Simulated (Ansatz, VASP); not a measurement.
**Two plane-wave programs on GaN**

File POSCAR:

```
GaN
1.0
    3.2131980554      0.0000000000      0.0000000000
   -1.6065990277      2.7827111434      0.0000000000
    0.0000000000      0.0000000000     10.4800424388
Ga N
4 4
Direct
    0.0000000000      0.0000000000     -0.0003613151
    0.3333333333      0.6666666667      0.2499322523
    0.0000000000      0.0000000000      0.4996386849
    0.6666666667      0.3333333333      0.7499322523
    0.0000000000      0.0000000000      0.1876438561
    0.3333333333      0.6666666667      0.4377852066
    0.0000000000      0.0000000000      0.6876438561
    0.6666666667      0.3333333333      0.9377852066
```

The input INCAR.step1:

```
SYSTEM = GaN
PREC     = Accurate       ! precision mode
ENCUT    = 520            ! plane-wave cutoff, eV
ISMEAR   = 0              ! smearing method
SIGMA    = 0.01           ! smearing width, eV
LREAL    = .FALSE.        ! projectors in reciprocal space
LASPH    = .TRUE.         ! aspherical terms in the spheres
NELM     = 60             ! most SCF steps
NBANDS   = 46             ! bands
GGA      = PE             ! functional
ALGO     = Normal         ! electronic algorithm
EDIFF    = 1E-4           ! SCF threshold, eV
LWAVE    = .TRUE.         ! write WAVECAR
LCHARG   = .FALSE.        ! write CHGCAR
```

The input INCAR.step2:

```
SYSTEM = GaN
PREC     = Accurate       ! precision mode
ENCUT    = 520            ! plane-wave cutoff, eV
EDIFF    = 1E-6           ! SCF threshold, eV
ISMEAR   = 0              ! smearing method
SIGMA    = 0.01           ! smearing width, eV
LREAL    = .FALSE.        ! projectors in reciprocal space
LASPH    = .TRUE.         ! aspherical terms in the spheres
NELM     = 60             ! most SCF steps
ALGO     = Normal         ! electronic algorithm
ISIF     = 2              ! what is computed and relaxed
LWAVE    = .FALSE.        ! write WAVECAR
LCHARG   = .FALSE.        ! write CHGCAR
METAGGA  = R2SCAN         ! meta-GGA
LMIXTAU  = .TRUE.       
NBANDS   = 46             ! bands
ISTART   = 1
```

File KPOINTS:

```
Automatic mesh
0
G
  9 9 2
  0 0 0
```

Input for Ansatz:

```yaml
crystal:
  lattice:
    - [3.2131980554, 0.0, 0.0]
    - [-1.6065990277, 2.7827111434, 0.0]
    - [0.0, 0.0, 10.4800424388]
  atoms:
    - { symbol: Ga, position: [0.0, 0.0, -0.0003613151] }
    - { symbol: Ga, position: [0.3333333333, 0.6666666667, 0.2499322523] }
    - { symbol: Ga, position: [0.0, 0.0, 0.4996386849] }
    - { symbol: Ga, position: [0.6666666667, 0.3333333333, 0.7499322523] }
    - { symbol: "N", position: [0.0, 0.0, 0.1876438561] }
    - { symbol: "N", position: [0.3333333333, 0.6666666667, 0.4377852066] }
    - { symbol: "N", position: [0.0, 0.0, 0.6876438561] }
    - { symbol: "N", position: [0.6666666667, 0.3333333333, 0.9377852066] }
kpoints:
  mp_grid: { grid: [9, 9, 2] }
hamiltonian:
  xc: r2scan
scf:
  occupations: { method: fixed }
  n_extra_bands: 6
output:
  forces: true
  stress: true
  eigenvalues: true
```

Alike in both runs: task single point; functional r2SCAN; k mesh 9 × 9 × 2; no spin polarisation.

```csv
,VASP,Ansatz
version,VASP 6.6.1,Ansatz 0.2.0
potentials or method,"VASP PAW PBE potentials, release 64 (Ga_d, N)","plane waves, PAW"
plane-wave cutoff (eV),520,500
occupations,"gaussian, width 0.01 eV",fixed
valence electrons in the cell,72,72
```

|  | VASP | Ansatz | Ansatz less VASP |
| --- | --- | --- | --- |
| gap on the k mesh at the Fermi level (eV) | 2.05 | 2.05 | +0.006 |
| pressure (GPa) | -4.4 | -5.5 | -1.03 |
| rms of the force components (eV/Å) | 0.003 | 0.002 | -0.0017 |

VASP's potentials were made for PBE, not for r2SCAN. Atom by atom the forces differ by 0.004 eV/Å (rms over components).
